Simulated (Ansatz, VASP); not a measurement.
Li: VASP beside Ansatz

The input INCAR:

```
SYSTEM = Li
  PREC = Accurate
  ENCUT = 650
  EDIFF = 1E-8
  ISMEAR = -1
  SIGMA = 0.08
  LREAL = .FALSE.
  LASPH = .TRUE.
  NELM = 120
  ALGO = Normal
  ISIF = 2
  LWAVE = .FALSE.
  LCHARG = .FALSE.
  GGA = PS
  LEFG = .TRUE.
  NBANDS = 8
  GGA_COMPAT = .FALSE.
```

File KPOINTS:

```
regular mesh
0
G
  13 13 13
  0 0 0
```

Contents of POSCAR:

```
Li
1.0
    0.0000000000      2.1570486114      2.1570486114
    2.1570486114      0.0000000000      2.1570486114
    2.1570486114      2.1570486114      0.0000000000
Li
1
Direct
    0.0000000000      0.0000000000      0.0000000000
```

Input for Ansatz:

```yaml
crystal:
  lattice:
    - [0.0, 2.1570486114, 2.1570486114]
    - [2.1570486114, 0.0, 2.1570486114]
    - [2.1570486114, 2.1570486114, 0.0]
  atoms:
    - { symbol: Li, position: [0.0, 0.0, 0.0] }
kpoints:
  mp_grid: { grid: [13, 13, 13] }
scf:
  occupations: { method: fermi_dirac, width: 0.08 }
hamiltonian:
  xc: pbesol
  pseudopotentials: { kind: paw }
output:
  forces: true
  stress: true
  eigenvalues: true
  efg: { contact_densities: true }
```

Change from the starting cell: volume scaled by 0.94, PAW files.

Alike in both runs: task electric field gradients; functional PBEsol; k mesh 13 × 13 × 13; occupations fermi-dirac, width 0.08 eV; no spin polarisation.

|  | VASP | Ansatz |
| --- | --- | --- |
| version | VASP 6.6.1 | Ansatz 0.2.0 |
| potentials or method | VASP PAW PBE potentials, release 64 (Li_sv) | PAW with Ansatz's default frozen-core files, scalar-relativistic |
| plane-wave cutoff (eV) | 650 | 420 |
| valence electrons in the cell | 3 | 3 |

|  | VASP | Ansatz | Ansatz less VASP |
| --- | --- | --- | --- |
| pressure (GPa) | -0.1 | 0.1 | +0.19 |

VASP's potentials were made for PBE, not for PBEsol. With one functional, cell and mesh, what is left measures potentials, basis and numerics.
